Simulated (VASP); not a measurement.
Wanted: the native input for a VASP 6.6.1 run.

- Task: relaxation of cell and atoms
- Functional: PBEsol
- Potentials or basis: VASP PAW PBE potentials, release 64 (K_sv, F)
- Cutoff: 600 eV
- k mesh: 6 × 6 × 4
- Occupations: fermi-dirac, width 0.03 eV
- Spin: no spin polarisation
- Dipole correction: no
- Further INCAR settings: ALGO = Normal; EDIFF = 1e-06; IBRION = 2; EDIFFG = -0.01; NSW = 100; ISIF = 3

The structure of KF lies in POSCAR:

```
KF
1.0
    3.7813589656      0.0000000000      0.0000000000
   -1.8906794828      3.2747529250      0.0000000000
    0.0000000000      0.0000000000      6.1749591908
K F
2 2
Direct
    0.3333333333      0.6666666667      0.0000000000
    0.6666666667      0.3333333333      0.5000000000
    0.3333333333      0.6666666667      0.3750000000
    0.6666666667      0.3333333333      0.8750000000
```

The input as run:

INCAR

```
PREC = Accurate ; ENCUT = 600
EDIFF = 1E-6 ; ISMEAR = -1
SIGMA = 0.03 ; LREAL = False
LASPH = True ; NELM = 80
ALGO = Normal ; ISIF = 3
LWAVE = False ; LCHARG = False
GGA = PS ; IBRION = 2
NSW = 100 ; EDIFFG = -0.01
```

KPOINTS

```
regular mesh
0
Gamma
  6 6 4
```

Potentials or basis: VASP PAW PBE potentials, release 64 (K_sv, F).

Command:

```console
$ cat potpaw_PBE.64/K_sv/POTCAR potpaw_PBE.64/F/POTCAR > POTCAR
$ mpirun -np 1 vasp_std > vasp.out
```

It gave:

```yaml
Relaxed_volume: 22.36 Å³/atom
Relaxed_cell: a = 4.417 Å, b = 4.417 Å, c = 5.293 Å, α = 90.00°, β = 90.00°, γ = 120.00°
Space_group_after_relaxing_to_0.1_Å: P6_3/mmc (No. 194)
Energy_gained_by_relaxing: 212.8 meV/atom
Ionic_steps: 27
Pressure_after_relaxing: 0.0 GPa
Largest_force_after_relaxing: 0.006 eV/Å
Band_gap_on_the_k_mesh: 5.52 eV
```

Caveat: the volume moved by over 15 % at a fixed basis, so the end points are rough; the structure was generated, so it needn't be the stable form of KF; the PAW data sets were made with another functional, which shifts forces and pressure a little.

Wall time 12 min on 1 thread of Intel(R) Xeon(R) 6975P-C (Granite Rapids) (shared host), peak memory 0.22 GiB.
